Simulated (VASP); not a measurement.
Set up this calculation in VASP 6.6.1, as the native input.

```
Task                   : single point
Functional             : LDA
Potentials or basis    : VASP PAW LDA potentials, release 64 (Ta_pv, N)
Cutoff                 : 520 eV
k mesh                 : 18 × 18 × 10
Occupations            : gaussian, width 0.15 eV
Spin                   : no spin polarisation
Dipole correction      : no
Further INCAR settings : ALGO = Normal; EDIFF = 1e-06; NBANDS = 20
```

The structure of Ta2N lies in POSCAR:

```
Ta2N
1.0
    3.0077926520      0.0000000000      0.0000000000
   -1.5038963260      2.6048248459      0.0000000000
    0.0000000000      0.0000000000      4.9607524209
Ta N
2 1
Direct
    0.6666666667      0.3333333333      0.7466885012
    0.3333333333      0.6666666667      0.2533114988
    0.0000000000      0.0000000000      0.0000000000
```

The input as run:

INCAR

```
PREC     = Accurate       # precision mode
ENCUT    = 520            # plane-wave cutoff, eV
EDIFF    = 1E-6           # SCF threshold, eV
ISMEAR   = 0              # smearing method
SIGMA    = 0.15           # smearing width, eV
LREAL    = False          # projectors in reciprocal space
LASPH    = True           # aspherical terms in the spheres
NELM     = 100            # most SCF steps
ALGO     = Normal         # electronic algorithm
ISIF     = 2              # what is computed and relaxed
LWAVE    = False          # write WAVECAR
LCHARG   = False          # write CHGCAR
GGA      = CA             # functional
NBANDS   = 20             # bands
```

KPOINTS

```
Automatic mesh
0
Gamma
  18 18 10
```

Potentials or basis: VASP PAW LDA potentials, release 64 (Ta_pv, N).

Run with:

```bash
$ cat potpaw_LDA.64/Ta_pv/POTCAR potpaw_LDA.64/N/POTCAR > POTCAR
$ mpirun -np 1 vasp_std > vasp.out
```

It gave:

| Property | Result |
| --- | --- |
| Pressure | 1.8 GPa |
| Largest force | 0.468 eV/Å |
| Band gap on the k mesh | zero (an odd number of electrons rules out a gap without spin polarisation) |

Caveat: spin-orbit coupling is left out, which moves the levels of the heavy elements.

Wall time 2 min on 1 thread of Intel(R) Xeon(R) 6975P-C (Granite Rapids), on a shared host, peak memory 0.33 GiB.
